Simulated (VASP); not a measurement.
## Re: single point with PBE

The system is Re.

```
Re
1.0
     0.00000    2.08290    1.78484
     2.08290    0.00000    1.78484
     2.08290    2.08290    0.00000
Re
1
Direct
  0.00000 0.00000 0.00000
```

This cell differs from its parent crystal: volume 15.487 Å^3 an atom, c/a of the conventional cell 0.8569.

| Quantity | Value |
| --- | --- |
| Program | VASP 6.6.1 |
| Task | single point |
| Functional | PBE |
| Potentials or basis | VASP PAW PBE potentials, release 64 (Re) |
| Cutoff | 520 eV |
| k mesh | 10 × 10 × 10 |
| Occupations | gaussian, width 0.15 eV |
| Spin | no spin polarisation |

```json
{
 "Pressure": "-9.5 GPa"
}
```

Stress tensor (GPa, compression positive):
```
-16.76   0.00   0.00
  0.00 -16.76   0.00
  0.00   0.00   4.97
```

Levels at points of the mesh, in eV from the Fermi level:
```
           k point  band 1  band 2  band 3  band 4  band 5  band 6
(0.00, 0.00, 0.00)   -9.93   -2.39   -2.39   -0.49   -0.41    1.87
(0.50, 0.00, 0.00)   -6.66   -3.19   -0.84    0.05    2.60    4.05
(0.50, 0.50, 0.00)   -6.43   -5.92    3.36    4.01    4.01    4.72
(0.50, 0.00, 0.50)   -6.61   -5.39    1.45    2.80    3.01    4.70
```

Run time: 14 s on 1 thread of Intel(R) Xeon(R) Platinum 8488C (Sapphire Rapids), on a shared host, peak memory 0.14 GiB.

Caveat: spin-orbit coupling is left out, which moves the levels of the heavy elements.
